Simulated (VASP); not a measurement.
# BN (P6_3mc) in VASP: single point with LDA

Aim: the single point of BN with LDA.

Program: VASP 6.6.1. These are calculated values, not measurements. Logs are shortened: lines on timing, memory, paths and dates and some standing lists are left out, and cuts for length are marked.

### 1 The cell of the first run

The structure is hexagonal, space group P6_3mc (No. 186). Conventional cell: a = 2.579 Å, b = 2.579 Å, c = 4.055 Å, α = 90.00°, β = 90.00°, γ = 120.00°. B (site symmetry 3m) has 4 N at 1.55 to 1.60 Å within 2.1 Å. N (site symmetry 3m) has 4 B at 1.55 to 1.60 Å within 2.1 Å.

### 2 Single point, LDA

Input file INCAR:

```
SYSTEM = BN
ALGO     = Normal         ! electronic algorithm
EDIFF    = 1E-6           ! SCF threshold, eV
ENCUT    = 1330           ! plane-wave cutoff, eV
GGA_COMPAT= .FALSE.      
ISIF     = 2              ! what is computed and relaxed
ISMEAR   = 0              ! smearing method
LASPH    = .TRUE.         ! aspherical terms in the spheres
LCHARG   = .TRUE.         ! write CHGCAR
LELF     = .TRUE.         ! ELF
LREAL    = .FALSE.        ! projectors in reciprocal space
LVHAR    = .TRUE.       
LWAVE    = .FALSE.        ! write WAVECAR
NBANDS   = 16             ! bands
NELM     = 120            ! most SCF steps
PREC     = Accurate       ! precision mode
SIGMA    = 0.0025         ! smearing width, eV
```

Input file KPOINTS:

```
k-points
0
G
  3 3 1
  0 0 0
```

Input file POSCAR:

```
BN
1.0
    2.5788298712      0.0000000000      0.0000000000
   -1.2894149356      2.2333321805      0.0000000000
    0.0000000000      0.0000000000      4.0548590585
B N
2 2
Direct
    0.6666666667      0.3333333333      1.0102618088
    0.3333333333      0.6666666667      0.5102618088
    0.6666666667      0.3333333333      0.6147381912
    0.3333333333      0.6666666667      0.1147381912
```

Potentials or basis: VASP PAW LDA potentials, release 64 (B_h, N_h).

Run with:

```bash
$ cat potpaw_LDA.64/B_h/POTCAR potpaw_LDA.64/N_h/POTCAR > POTCAR
$ mpirun -np 1 vasp_std > vasp.out
```

OUTCAR:

```text
SYSTEM = BN
   EDIFF = 1E-6
   ENCUT = 1330
   ISIF = 2
   ISMEAR = 0
   LASPH = .TRUE.
   LREAL = .FALSE.
   NELM = 120
   PREC = Accurate

 ion  position               nearest neighbor table
   1  0.667  0.333  0.010-
   2  0.333  0.667  0.510-
   3  0.667  0.333  0.615-
   4  0.333  0.667  0.115-

  LATTYP: Found a hexagonal cell.
 ALAT       =     2.5788298712
 C/A-ratio  =     1.5723639251

  Lattice vectors:

 A1 = (   2.5788298712,   0.0000000000,   0.0000000000)
 A2 = (  -1.2894149356,   2.2333321805,   0.0000000000)
 A3 = (   0.0000000000,   0.0000000000,   4.0548590585)

Analysis of symmetry for initial positions (statically):
=====================================================================
 Subroutine PRICEL returns:
 Original cell was already a primitive cell.

 Routine SETGRP: Setting up the symmetry group for a
 hexagonal supercell.

 Subroutine GETGRP returns: Found 12 space group operations
 (whereof  6 operations were pure point group operations)
 out of a pool of 24 trial point group operations.

The static configuration has the point symmetry C_3v.
 The point group associated with its full space group is C_6v.

Analysis of symmetry for dynamics (positions and initial velocities):
=====================================================================
 Subroutine PRICEL returns:
 Original cell was already a primitive cell.

 Routine SETGRP: Setting up the symmetry group for a
 hexagonal supercell.

 Subroutine GETGRP returns: Found 12 space group operations
 (whereof  6 operations were pure point group operations)
 out of a pool of 24 trial point group operations.

The dynamic configuration has the point symmetry C_3v.
 The point group associated with its full space group is C_6v.

 Subroutine INISYM returns: Found 12 space group operations
 (whereof  6 operations are pure point group operations),
 and found     1 'primitive' translations

----------------------------------------------------------------------------------------

                                     Primitive cell

  volume of cell :      23.3535

  direct lattice vectors                    reciprocal lattice vectors
     2.578829871  0.000000000  0.000000000     0.387772769  0.223880713  0.000000000
    -1.289414936  2.233332181  0.000000000     0.000000000  0.447761425  0.000000000
     0.000000000  0.000000000  4.054859058     0.000000000  0.000000000  0.246617696

  length of vectors
     2.578829871  2.578829871  4.054859058     0.447761425  0.447761425  0.246617696

  position of ions in fractional coordinates (direct lattice)
     0.666666667  0.333333333  0.010261809
     0.333333333  0.666666667  0.510261809
     0.666666667  0.333333333  0.614738191
     0.333333333  0.666666667  0.114738191

  ion indices of the primitive-cell ions
   primitive index   ion index
                 1           1
                 2           2
                 3           3
                 4           4

----------------------------------------------------------------------------------------

 KPOINTS: k-points

Automatic generation of k-mesh.
 Grid dimensions read from file:
 generate k-points for:    3    3    1

 Generating k-lattice:

  Cartesian coordinates                     Fractional coordinates (reciprocal lattice)
     0.129257590  0.074626904  0.000000000     0.333333333  0.000000000  0.000000000
     0.000000000  0.149253808  0.000000000     0.000000000  0.333333333  0.000000000
     0.000000000  0.000000000  0.246617696     0.000000000  0.000000000  1.000000000

  Length of vectors
     0.149253808  0.149253808  0.246617696

  Shift w.r.t. Gamma in fractional coordinates (k-lattice)
     0.000000000  0.000000000  0.000000000

 Subroutine IBZKPT returns following result:
 ===========================================

 Found      3 irreducible k-points:

 Following reciprocal coordinates:
            Coordinates               Weight
  0.000000  0.000000  0.000000      1.000000
  0.333333  0.000000  0.000000      6.000000
  0.333333  0.333333  0.000000      2.000000
   k-points           NKPTS =      3   k-points in BZ     NKDIM =      3   number of bands    NBANDS=     16
   number of dos      NEDOS =    301   number of ions     NIONS =      4
   total plane-waves  NPLWV =  49152
   dimension x,y,z NGX =    32 NGY =   32 NGZ =   48
   dimension x,y,z NGXF=    64 NGYF=   64 NGZF=   96
   ions per type =               2   2
   NGX,Y,Z   is equivalent  to a cutoff of  20.63, 20.63, 19.68 a.u.
   NGXF,Y,Z  is equivalent  to a cutoff of  41.26, 41.26, 39.36 a.u.
 SYSTEM =  BN
   PREC   = accura    normal or accurate (medium, high low for compatibility)
   ISTART =      0    job   : 0-new  1-cont  2-samecut
   ICHARG =      2    charge: 1-file 2-atom 10-const
   ISPIN  =      1    spin polarized calculation?
   LNONCOLLINEAR =      F non collinear calculations
   LSORBIT =      F    spin-orbit coupling
   LASPH  =      T    aspherical Exc in radial PAW
   ENCUT  = 1330.0 eV  97.75 Ry    9.89 a.u.   7.67  7.67 12.06*2*pi/ulx,y,z
   NELM   =    120;   NELMIN=  2; NELMDL= -5     # of ELM steps
   EDIFF  = 0.1E-05   stopping-criterion for ELM
   LREAL  =      F    real-space projection
   EDIFFG = 0.1E-04   stopping-criterion for IOM
   NSW    =      0    number of steps for IOM
   IBRION =     -1    ionic relax: 0-MD 1-quasi-New 2-CG
   NFREE  =      0    steps in history (QN), initial steepest desc. (CG)
   ISIF   =      2    stress and relaxation
   ISYM   =      2    0-nonsym 1-usesym 2-fastsym
   POTIM  = 0.5000    time-step for ionic-motion
   TEBEG  =    0.0;   TEEND  =   0.0 temperature during run
   PSTRESS=    0.0 pullay stress
   NELECT =      16.0000    total number of electrons
   NUPDOWN=      -1.0000    fix difference up-down
   EMIN   =  10.00;   EMAX   =-10.00  energy-range for DOS
   EFERMI =   0.00;   METHOD = LEGACY
   ISMEAR =     0;   SIGMA  =   0.00  broadening in eV -4-tet -1-fermi 0-gaus
   EFERMI_NEDOS =   21; number of points for ismear=-14 and -15
   IALGO  =     38    algorithm
   IMIX   =      4    mixing-type and parameters
     AMIX     =   0.40;   BMIX     =  1.00
     AMIX_MAG =   1.60;   BMIX_MAG =  1.00
  volume/ion in A,a.u.               =       5.84        39.40
  Fermi-wavevector in a.u.,A,eV,Ry     =   1.443215  2.727280 28.339143  2.082868
  Thomas-Fermi vector in A             =   2.561647
   LORBIT       =      0    0 simple, 1 ext, 2 COOP (PROOUT), +10 PAW based schemes
   GGA     = CA    functional components
   LHFCALC =     F    Hartree Fock is set to
   AEXX    =    0.0000 exact exchange contribution
   IVDW    =     0    specifies the selected vdW correction
   LEPSILON=     F    determine dielectric tensor
   LRPA    =     F    only Hartree local field effects (RPA)
 non-spin polarized calculation
 Gauss-broadening in eV      SIGMA  =   0.00
  energy-cutoff  :     1330.00
  volume of cell :       23.35
 maximum number of plane-waves:      2599
 NGX is ok and might be reduce to    30
   NGX = 15   NGY = 15   NGZ = 25

 number of electron      16.0000000 magnetization

 Free energy of the ion-electron system (eV)
  ---------------------------------------------------
  ext. energy  EPLUGINS =         0.00000000
  ---------------------------------------------------
  free energy    TOTEN  =       -38.67043668 eV

  energy without entropy =      -38.67043668  energy(sigma->0) =      -38.67043668

 E-fermi :   9.8675     XC(G=0): -13.3050

 val. band max:        9.8478734686   @ k =   0.0000   0.0000   0.0000
 cond. band min:      15.1741683888   @ k =   0.3333   0.3333   0.0000
 fundamental gap:      5.3262949202
 Fermi energy:         9.8674665852

 k-point     1 :       0.0000    0.0000    0.0000
  band No.  band energies     occupation
      1     -11.1849      2.00000
      2      -6.3578      2.00000
      3      -1.5956      2.00000
      4       6.4889      2.00000
      5       6.4889      2.00000
      6       8.8341      2.00000
[... 8 lines left out ...]
     15      20.7955      0.00000
     16      25.5805      0.00000

 k-point     2 :       0.3333    0.0000    0.0000
  band No.  band energies     occupation
      1      -8.9444      2.00000
      2      -5.2270      2.00000
      3       0.5377      2.00000
      4       0.9075      2.00000
      5       3.7139      2.00000
      6       4.1883      2.00000
[... 8 lines left out ...]
     15      25.1152      0.00000
     16      25.6522      0.00000

 k-point     3 :       0.3333    0.3333    0.0000
  band No.  band energies     occupation
      1      -5.8993      2.00000
      2      -5.8993      2.00000
      3      -0.4575      2.00000
      4       2.1499      2.00000
      5       2.1499      2.00000
      6       3.6382      2.00000
[... 8 lines left out ...]
     15      24.9336      0.00000
     16      24.9336      0.00000

------------------------ aborting loop because EDIFF is reached ----------------------------------------

  FORCE on cell =-STRESS in cart. coord.  units (eV):
  Direction    XX          YY          ZZ          XY          YZ          ZX
  --------------------------------------------------------------------------------------
  -------------------------------------------------------------------------------------
  Total       -0.3437063     -0.3437063     -0.3478043      0.0000000      0.0000000      0.0000000
  in kB      -23.5801356    -23.5801356    -23.8612825      0.0000000      0.0000000      0.0000000
  external PRESSURE =     -23.6738512 kB  Pullay stress =       0.0000000 kB

 VOLUME and BASIS-vectors are now :
 -----------------------------------------------------------------------------
  energy-cutoff  :     1330.00
  volume of cell :       23.35
      direct lattice vectors                 reciprocal lattice vectors
     2.578829871  0.000000000  0.000000000     0.387772769  0.223880713  0.000000000
    -1.289414936  2.233332181  0.000000000     0.000000000  0.447761425  0.000000000
     0.000000000  0.000000000  4.054859058     0.000000000  0.000000000  0.246617696

 POSITION                                       TOTAL-FORCE (eV/Angst)
 -----------------------------------------------------------------------------------
      1.28941      0.74444      0.04161         0.000000      0.000000      0.005664
     -0.00000      1.48889      2.06904        -0.000000      0.000000      0.005664
      1.28941      0.74444      2.49268         0.000000      0.000000     -0.005664
     -0.00000      1.48889      0.46525        -0.000000      0.000000     -0.005664
 -----------------------------------------------------------------------------------
    total drift:                                0.000000      0.000000     -0.000644

  FREE ENERGIE OF THE ION-ELECTRON SYSTEM (eV)
  ---------------------------------------------------
  free  energy   TOTEN  =       -38.6704366805 eV

  energy  without entropy=      -38.6704366805  energy(sigma->0) =      -38.67043668
```

Run time: 6.5 s. Hardware: 1 thread of Intel Xeon Platinum 8259CL at 2.50GHz (Skylake/Cascade Lake), shared host; peak memory 0.16 GiB.

What came out:

```
Free energy            : -38.6704 eV
Pressure               : -2.4 GPa
Largest force          : 0.006 eV/Å
Band gap on the k mesh : 5.33 eV (least direct gap 7.32 eV)
```

Forces on the atoms (eV/Å):
```
B    0.000  0.000  0.006
B    0.000  0.000  0.006
N    0.000  0.000 -0.006
N    0.000  0.000 -0.006
```

Caveat: the k points lie up to 1.55 Å⁻¹ apart, too coarse for converged energies, forces and pressures. A k mesh can miss the band edges.
